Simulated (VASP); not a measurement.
Here is a VASP 6.6.1 calculation.

Contents of INCAR:

```
SYSTEM = RbBr
PREC = Accurate
ENCUT = 520
EDIFF = 1E-8
ISMEAR = 0
SIGMA = 0.01
LREAL = .FALSE.
LASPH = .TRUE.
NELM = 60
ALGO = Normal
ISIF = 2
LWAVE = .FALSE.
LCHARG = .FALSE.
GGA = PE
LEPSILON = .TRUE.
```

File KPOINTS:

```
Automatic mesh
0
G
  6 6 6
  0 0 0
```

Contents of POSCAR:

```
RbBr
1.0
    4.1242529966      0.0000000000      0.0000000000
    0.0000000000      4.1242529966      0.0000000000
    0.0000000000      0.0000000000      4.1242529966
Rb Br
1 1
Direct
    0.0000000000      0.0000000000      0.0000000000
    0.5000000000      0.5000000000      0.5000000000
```

Potentials or basis: VASP PAW PBE potentials, release 64 (Rb_sv, Br).

Launch:

```bash
$ cat potpaw_PBE.64/Rb_sv/POTCAR potpaw_PBE.64/Br/POTCAR > POTCAR
$ mpirun -np 1 vasp_std > vasp.out
```

(1) Estimate the electronic dielectric tensor (diagonal).

(2) What does it give for the Born charges (mean of the diagonal)?

(3) Estimate the band gap on the k mesh.

## Answers

(1) 2.90.

(2) Rb +1.24; Br -1.24 e.

(3) 4.09 eV (least direct gap 4.24 eV).
